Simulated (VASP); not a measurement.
# W (Pm-3n) in VASP: single point with r2SCAN

Aim: the single point of W with r2SCAN.

Program: VASP 6.6.1. These are calculated values, not measurements. Logs are shortened: lines on timing, memory, paths and dates and some standing lists are left out, and cuts for length are marked.

## 1. The cell of the first run

The structure is cubic, space group Pm-3n (No. 223). The conventional cell has a = 5.053 Å, b = 5.053 Å, c = 5.053 Å, α = 90.00°, β = 90.00°, γ = 90.00°. Within 3.7 Å of W (site symmetry m-3) lie 12 W at 2.82 Å. W (site symmetry -4m2) has 14 W at 2.53 to 3.09 Å within 3.3 Å.

## 2. Single point, r2SCAN

The input, POSCAR:

```
W
1.0
    5.0530592813      0.0000000000      0.0000000000
    0.0000000000      5.0530592813      0.0000000000
    0.0000000000      0.0000000000      5.0530592813
W
8
Direct
    0.0000000000      0.0000000000      0.0000000000
    0.5000000000      0.5000000000      0.5000000000
    0.0000000000      0.5000000000      0.2500000000
    0.0000000000      0.5000000000      0.7500000000
    0.2500000000      0.0000000000      0.5000000000
    0.7500000000      0.0000000000      0.5000000000
    0.5000000000      0.7500000000      0.0000000000
    0.5000000000      0.2500000000      0.0000000000
```

The input, INCAR.step1:

```
PREC     = Accurate       # precision mode
ENCUT    = 520            # plane-wave cutoff, eV
ISMEAR   = 0              # smearing method
SIGMA    = 0.1            # smearing width, eV
LREAL    = F              # projectors in reciprocal space
LASPH    = T              # aspherical terms in the spheres
NELM     = 80             # most SCF steps
NBANDS   = 66             # bands
GGA      = PE             # functional
ALGO     = Normal         # electronic algorithm
EDIFF    = 1E-4           # SCF threshold, eV
LWAVE    = T              # write WAVECAR
LCHARG   = F              # write CHGCAR
```

The input, INCAR.step2:

```
PREC     = Accurate       # precision mode
ENCUT    = 520            # plane-wave cutoff, eV
EDIFF    = 1E-6           # SCF threshold, eV
ISMEAR   = 0              # smearing method
SIGMA    = 0.1            # smearing width, eV
LREAL    = F              # projectors in reciprocal space
LASPH    = T              # aspherical terms in the spheres
NELM     = 80             # most SCF steps
ALGO     = Normal         # electronic algorithm
ISIF     = 2              # what is computed and relaxed
LWAVE    = F              # write WAVECAR
LCHARG   = F              # write CHGCAR
METAGGA  = R2SCAN         # meta-GGA
LMIXTAU  = T            
NBANDS   = 66             # bands
ISTART   = 1
```

The input, KPOINTS:

```
Automatic mesh
0
Gamma
  8 8 8
```

Potentials or basis: VASP PAW PBE potentials, release 64 (W_sv).

Run with:

```sh
cat potpaw_PBE.64/W_sv/POTCAR > POTCAR
cp INCAR.step1 INCAR
mpirun -np 1 vasp_std > vasp.out
cp INCAR.step2 INCAR
mpirun -np 1 vasp_std > vasp.out
```

OUTCAR:

```text
PREC = Accurate
   ENCUT = 520
   EDIFF = 1E-6
   ISMEAR = 0
   LREAL = F
   LASPH = T
   NELM = 80
   ISIF = 2
   METAGGA = R2SCAN
   ISTART = 1

 ion  position               nearest neighbor table
   1  0.000  0.000  0.000-   3 2.82   4 2.82   5 2.82   6 2.82   7 2.82   8 2.82   5 2.82   6 2.82
                             3 2.82   4 2.82   7 2.82   8 2.82
   2  0.500  0.500  0.500-   3 2.82   4 2.82   5 2.82   6 2.82   7 2.82   8 2.82   7 2.82   8 2.82
                             5 2.82   6 2.82   3 2.82   4 2.82
   3  0.000  0.500  0.250-   4 2.53   4 2.53   1 2.82   2 2.82   1 2.82   2 2.82   8 3.09   5 3.09
                             6 3.09   5 3.09   6 3.09   7 3.09   7 3.09   8 3.09
   4  0.000  0.500  0.750-   3 2.53   3 2.53   1 2.82   2 2.82   1 2.82   2 2.82   8 3.09   5 3.09
                             6 3.09   5 3.09   6 3.09   7 3.09   7 3.09   8 3.09
   5  0.250  0.000  0.500-   6 2.53   6 2.53   1 2.82   1 2.82   2 2.82   2 2.82   7 3.09   8 3.09
                             8 3.09   7 3.09   3 3.09   3 3.09   4 3.09   4 3.09
   6  0.750  0.000  0.500-   5 2.53   5 2.53   1 2.82   1 2.82   2 2.82   2 2.82   7 3.09   8 3.09
                             8 3.09   7 3.09   3 3.09   3 3.09   4 3.09   4 3.09
   7  0.500  0.750  0.000-   8 2.53   8 2.53   1 2.82   2 2.82   2 2.82   1 2.82   5 3.09   6 3.09
                             5 3.09   6 3.09   3 3.09   4 3.09   3 3.09   4 3.09
   8  0.500  0.250  0.000-   7 2.53   7 2.53   1 2.82   2 2.82   2 2.82   1 2.82   5 3.09   6 3.09
                             5 3.09   6 3.09   3 3.09   4 3.09   3 3.09   4 3.09

  LATTYP: Found a simple cubic cell.
 ALAT       =     5.0530592813

  Lattice vectors:

 A1 = (   5.0530592813,   0.0000000000,   0.0000000000)
 A2 = (   0.0000000000,   5.0530592813,   0.0000000000)
 A3 = (   0.0000000000,   0.0000000000,   5.0530592813)

Analysis of symmetry for initial positions (statically):
=====================================================================
 Subroutine PRICEL returns:
 Original cell was already a primitive cell.

 Routine SETGRP: Setting up the symmetry group for a
 simple cubic supercell.

 Subroutine GETGRP returns: Found 48 space group operations
 (whereof 24 operations were pure point group operations)
 out of a pool of 48 trial point group operations.

The static configuration has the point symmetry T_h .
 The point group associated with its full space group is O_h .

Analysis of symmetry for dynamics (positions and initial velocities):
=====================================================================
 Subroutine PRICEL returns:
 Original cell was already a primitive cell.

 Routine SETGRP: Setting up the symmetry group for a
 simple cubic supercell.

 Subroutine GETGRP returns: Found 48 space group operations
 (whereof 24 operations were pure point group operations)
 out of a pool of 48 trial point group operations.

[... 126 lines left out ...]
   EMIN   =  10.00;   EMAX   =-10.00  energy-range for DOS
   EFERMI =   0.00;   METHOD = LEGACY
   ISMEAR =     0;   SIGMA  =   0.10  broadening in eV -4-tet -1-fermi 0-gaus
   EFERMI_NEDOS =   21; number of points for ismear=-14 and -15
   IALGO  =     38    algorithm
   IMIX   =      4    mixing-type and parameters
     AMIX     =   0.40;   BMIX     =  1.00
     AMIX_MAG =   1.60;   BMIX_MAG =  1.00
  volume/ion in A,a.u.               =      16.13       108.84
  Fermi-wavevector in a.u.,A,eV,Ry     =   1.561684  2.951155 33.182655  2.438856
  Thomas-Fermi vector in A             =   2.664713
   LORBIT       =      0    0 simple, 1 ext, 2 COOP (PROOUT), +10 PAW based schemes
   METAGGA = R2SCAN    functional components
   LHFCALC =     F    Hartree Fock is set to
   AEXX    =    0.0000 exact exchange contribution
   IVDW    =     0    specifies the selected vdW correction
   LEPSILON=     F    determine dielectric tensor
   LRPA    =     F    only Hartree local field effects (RPA)
 non-spin polarized calculation
 Gauss-broadening in eV      SIGMA  =   0.10
  energy-cutoff  :      520.00
  volume of cell :      129.02
 maximum number of plane-waves:      3514
 NGX is ok and might be reduce to    40
   NGX = 19   NGY = 19   NGZ = 19

 number of electron     111.9999965 magnetization

 Free energy of the ion-electron system (eV)
  ---------------------------------------------------
  ext. energy  EPLUGINS =         0.00000000
  ---------------------------------------------------
  free energy    TOTEN  =      -409.94949403 eV

  energy without entropy =     -409.94006447  energy(sigma->0) =     -409.94477925

 E-fermi :  10.8468     XC(G=0): -14.8309

 val. band max:       10.7808642817   @ k =   0.3750   0.3750   0.0000
 cond. band min:      10.8816677980   @ k =   0.3750   0.1250   0.1250
 fundamental gap:      0.1008035163
 Fermi energy:        10.8468464916

 k-point     1 :       0.0000    0.0000    0.0000
  band No.  band energies     occupation
      1     -65.1488      2.00000
      2     -65.0941      2.00000
      3     -65.0941      2.00000
      4     -64.9354      2.00000
      5     -64.9354      2.00000
      6     -64.9354      2.00000
[... 1645 lines left out ...]
     65      13.5016      0.00000
     66      13.7860      0.00000

 [... further k-points ...]

------------------------ aborting loop because EDIFF is reached ----------------------------------------

  FORCE on cell =-STRESS in cart. coord.  units (eV):
  Direction    XX          YY          ZZ          XY          YZ          ZX
  --------------------------------------------------------------------------------------
  -------------------------------------------------------------------------------------
  Total        0.9997622      0.9997622      0.9997622      0.0000000     -0.0000000      0.0000000
  in kB       12.4149254     12.4149254     12.4149254      0.0000000     -0.0000000      0.0000000
  external PRESSURE =      12.4149254 kB  Pullay stress =       0.0000000 kB

 VOLUME and BASIS-vectors are now :
 -----------------------------------------------------------------------------
  energy-cutoff  :      520.00
  volume of cell :      129.02
      direct lattice vectors                 reciprocal lattice vectors
     5.053059281  0.000000000  0.000000000     0.197899915  0.000000000  0.000000000
     0.000000000  5.053059281  0.000000000     0.000000000  0.197899915  0.000000000
     0.000000000  0.000000000  5.053059281     0.000000000  0.000000000  0.197899915

 POSITION                                       TOTAL-FORCE (eV/Angst)
 -----------------------------------------------------------------------------------
      0.00000      0.00000      0.00000        -0.000000      0.000000     -0.000000
      2.52653      2.52653      2.52653        -0.000000      0.000000     -0.000000
      0.00000      2.52653      1.26326         0.000000      0.000000     -0.000000
      0.00000      2.52653      3.78979         0.000000      0.000000     -0.000000
      1.26326      0.00000      2.52653         0.000000     -0.000000     -0.000000
      3.78979      0.00000      2.52653        -0.000000     -0.000000     -0.000000
      2.52653      3.78979      0.00000        -0.000000      0.000000      0.000000
      2.52653      1.26326      0.00000        -0.000000     -0.000000      0.000000
 -----------------------------------------------------------------------------------
    total drift:                               -0.000000     -0.000000      0.000000

  FREE ENERGIE OF THE ION-ELECTRON SYSTEM (eV)
  ---------------------------------------------------
  free  energy   TOTEN  =      -409.9494940327 eV

  energy  without entropy=     -409.9400644699  energy(sigma->0) =     -409.94477925
```

Wall time 10 min (1 thread of AMD EPYC 9R45 (Zen 5), shared host); peak memory 0.35 GiB.

Results:

```
Free energy            : -409.9495 eV
Pressure               : 1.2 GPa
Band gap on the k mesh : zero (bands 56 and 57 overlap by 0.77 eV)
```

Caveat: the PAW data sets were made with another functional, which shifts forces and pressure a little; spin-orbit coupling is left out, which moves the levels of the heavy elements.
